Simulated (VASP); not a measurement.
Write the native input for VASP 6.6.1 that does the following.

| Item | Value |
| --- | --- |
| Task | single point |
| Functional | PBEsol |
| Potentials or basis | VASP PAW PBE potentials, release 64 (Cd, S) |
| Cutoff | 520 eV |
| k mesh | 6 × 6 × 4 |
| Occupations | gaussian, width 0.1 eV |
| Spin | no spin polarisation |
| Dipole correction | no |
| Further INCAR settings | ALGO = Normal; EDIFF = 1e-07; NBANDS = 26 |

The structure of CdS (sol) lies in POSCAR:

```
CdS
1.0
    4.1370000000      0.0000000000      0.0000000000
   -2.0685000000      3.5827470955      0.0000000000
    0.0000000000      0.0000000000      6.7160000000
Cd S
2 2
Direct
    0.3333333333      0.6666666667      0.0000000000
    0.6666666667      0.3333333333      0.5000000000
    0.3333333333      0.6666666667      0.3770000000
    0.6666666667      0.3333333333      0.8770000000
```

These files were run (other wordings do the same):

INCAR

```
PREC = Accurate
ENCUT = 520
EDIFF = 1E-7
ISMEAR = 0
SIGMA = 0.1
LREAL = F
LASPH = T
NELM = 60
ALGO = Normal
ISIF = 2
LWAVE = F
LCHARG = F
GGA = PS
NBANDS = 26
```

KPOINTS

```
Automatic mesh
0
Gamma
  6 6 4
```

Potentials or basis: VASP PAW PBE potentials, release 64 (Cd, S).

Launch:

```console
$ cat potpaw_PBE.64/Cd/POTCAR potpaw_PBE.64/S/POTCAR > POTCAR
$ mpirun -np 1 vasp_std > vasp.out
```

Results of the run:

```yaml
Pressure: 0.0 GPa
Band_gap_on_the_k_mesh: 1.08 eV, direct
```

Caveat: the PAW data sets were made with another functional, which shifts forces and pressure a little.

Wall time 19 s on 1 thread of Intel(R) Xeon(R) 6975P-C (Granite Rapids) (shared host), peak memory 0.23 GiB.
